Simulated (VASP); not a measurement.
Sb:

```xyz
2
Lattice="2.9119 0.0000 0.0000 -1.4559 2.5217 0.0000 0.0000 0.0000 4.7172" Properties=species:S:1:pos:R:3 pbc="T T T"
Sb    0.0000    1.6812    1.1793
Sb    1.4559    0.8406    3.5379
```

This isn't the form of Sb at room conditions, which is rhombohedral.

* Program: VASP 6.6.1
* Task: relaxation of cell and atoms
* Functional: PBE
* Potentials or basis: VASP PAW PBE potentials, release 64 (Sb)
* Cutoff: 600 eV
* k mesh: 13 × 13 × 7
* Occupations: fermi-dirac, width 0.05 eV
* Spin: no spin polarisation

At the start: pressure 78.6 GPa; volume 17.32 Å³/atom.

Question: How do energy, volume and symmetry change on relaxing?

Answer: Over 13 steps the energy falls by 1603.8 meV/atom and the volume is 27.36 Å³/atom (+58.0 %); space group P6_3/mmc (No. 194, to 0.1 Å) before and after.

Step by step:
```tsv
step	energy change (eV)	largest force (eV/Å)	pressure (GPa)	volume (Å³)
1	0.0000	0.0000	78.61	34.64
2	-1.1397	0.0000	-9.00	97.09
3	-3.1826	0.0000	-2.04	56.87
4	-3.1928	0.0000	-1.08	55.82
5	-3.1965	0.0000	0.00	54.74
6	-3.1958	0.0000	-0.47	55.20
7	-3.2008	0.0000	0.12	54.64
8	-3.2027	0.0000	0.69	54.11
9	-3.2062	0.0000	0.36	54.39
10	-3.2075	0.0000	0.07	54.66
11	-3.2075	0.0000	0.04	54.70
12	-3.2075	0.0000	0.03	54.71
13	-3.2075	0.0000	0.00	54.73
```

Final structure:
```
Sb
1.0
     3.45438    0.00000    0.00000
    -1.72719    2.99158    0.00000
     0.00000    0.00000    5.29608
Sb
2
Cartesian
  0.0000 1.9944 1.3240
  1.7272 0.9972 3.9721
```

Caveat: the volume moved by over 15 % at a fixed basis, so the end points are rough.
